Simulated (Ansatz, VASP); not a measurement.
# Two plane-wave programs on Zr

```xyz
4
Lattice="5.2127 0.0000 0.0000 -2.6063 4.5143 0.0000 0.0000 0.0000 5.4128" Properties=species:S:1:pos:R:3 pbc="T T T"
Zr    2.6063    1.5048    0.0000
Zr    0.0000    3.0095    2.7064
Zr    2.6063    1.5048    2.7064
Zr    0.0000    3.0095    5.4129
```

Alike in both runs: functional r2SCAN; k mesh 12 × 12 × 6; occupations gaussian, width 0.1 eV; no spin polarisation.

Ansatz relaxed the structure, and its values are those at the end. VASP's run is a single point on that final structure, the one shown.

|  | VASP | Ansatz |
| --- | --- | --- |
| version | VASP 6.6.1 | Ansatz 0.2.0 |
| potentials or method | VASP PAW PBE potentials, release 64 (Zr_sv), cutoff 520 eV | scalar-relativistic, plane waves, PAW |
| valence electrons in the cell | 48 | 48 |

```csv
,VASP,Ansatz,Ansatz less VASP
gap on the k mesh at the Fermi level (eV),none,none,-
pressure (GPa),0.0,0.0,-0.06
```

VASP's potentials were made for PBE, not for r2SCAN. A gap of «none» marks a metal or a gap that the smearing closes.
